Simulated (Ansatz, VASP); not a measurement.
# GaO3: VASP beside Ansatz

```
CELL_PARAMETERS angstrom
-1.39611 1.39611 4.66917
1.39611 -1.39611 4.66917
1.39611 1.39611 -4.66917
ATOMIC_POSITIONS crystal
Ga 0.00000 0.00000 0.00000
O 0.50000 0.50000 0.00000
O 0.25000 0.75000 0.50000
O 0.75000 0.25000 0.50000
```

Alike in both runs: functional PBE; k mesh 8 × 8 × 8; occupations gaussian, width 0.1 eV; collinear spin.

Ansatz relaxed the structure, and its values are those at the end. VASP's run is a single point on that final structure, the one shown.

|  | VASP | Ansatz |
| --- | --- | --- |
| version | VASP 6.6.1 | Ansatz 0.2.0 |
| potentials or method | VASP PAW PBE potentials, release 64 (Ga_d, O), cutoff 520 eV | scalar-relativistic, plane waves, PAW |
| valence electrons in the cell | 31 | 31 |

```tsv
	VASP	Ansatz	Ansatz less VASP
gap on the k mesh at the Fermi level (eV)	none	none	-
pressure (GPa)	0.5	0.0	-0.46
net moment per atom (μB)	0.00	0.00	0.000
```

A gap of «none» marks a metal or a gap that the smearing closes. The functional is the same, so the differences come from potentials, cutoffs and numerics. Ansatz's warnings: seeded moment not kept.

The k mesh is coarse, so the values compare programs but aren't converged.
